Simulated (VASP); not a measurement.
The system is Bi2Se3.

```
CELL_PARAMETERS angstrom
2.07150 1.19598 9.54533
-2.07150 1.19598 9.54533
0.00000 -2.39196 9.54533
ATOMIC_POSITIONS crystal
Bi 0.59920 0.59920 0.59920
Bi 0.40080 0.40080 0.40080
Se 0.78830 0.78830 0.78830
Se 0.21170 0.21170 0.21170
Se 0.00000 0.00000 0.00000
```

Base run:

| Item | Value |
| --- | --- |
| Program | VASP 6.6.1 |
| Functional | RPBE |
| Potentials or basis | VASP PAW PBE potentials, release 64 (Bi_d, Se) |
| Cutoff | 520 eV |
| k mesh | 8 × 8 × 8 |
| Occupations | fermi-dirac, width 0.05 eV |
| Spin | no spin polarisation |

Its results: band gap on the k mesh 0.29 eV; pressure 4.2 GPa; largest force 0.170 eV/Å.

Q: The run is repeated on the same cell with these changes: functional from RPBE to PBE; k mesh from 8 × 8 × 8 to 3 × 3 × 3. What comes out?

A: Band gap on the k mesh 0.24 eV; pressure 2.5 GPa; largest force 0.108 eV/Å.

Several settings changed at once.

Caveats: some runs use coarse meshes; spin-orbit coupling is left out, which moves the levels of the heavy elements; the cell stands under pressure (at least some runs); the PAW data sets were made with another functional, which shifts forces and pressure a little (at least some runs).

A k mesh can miss the band edges.
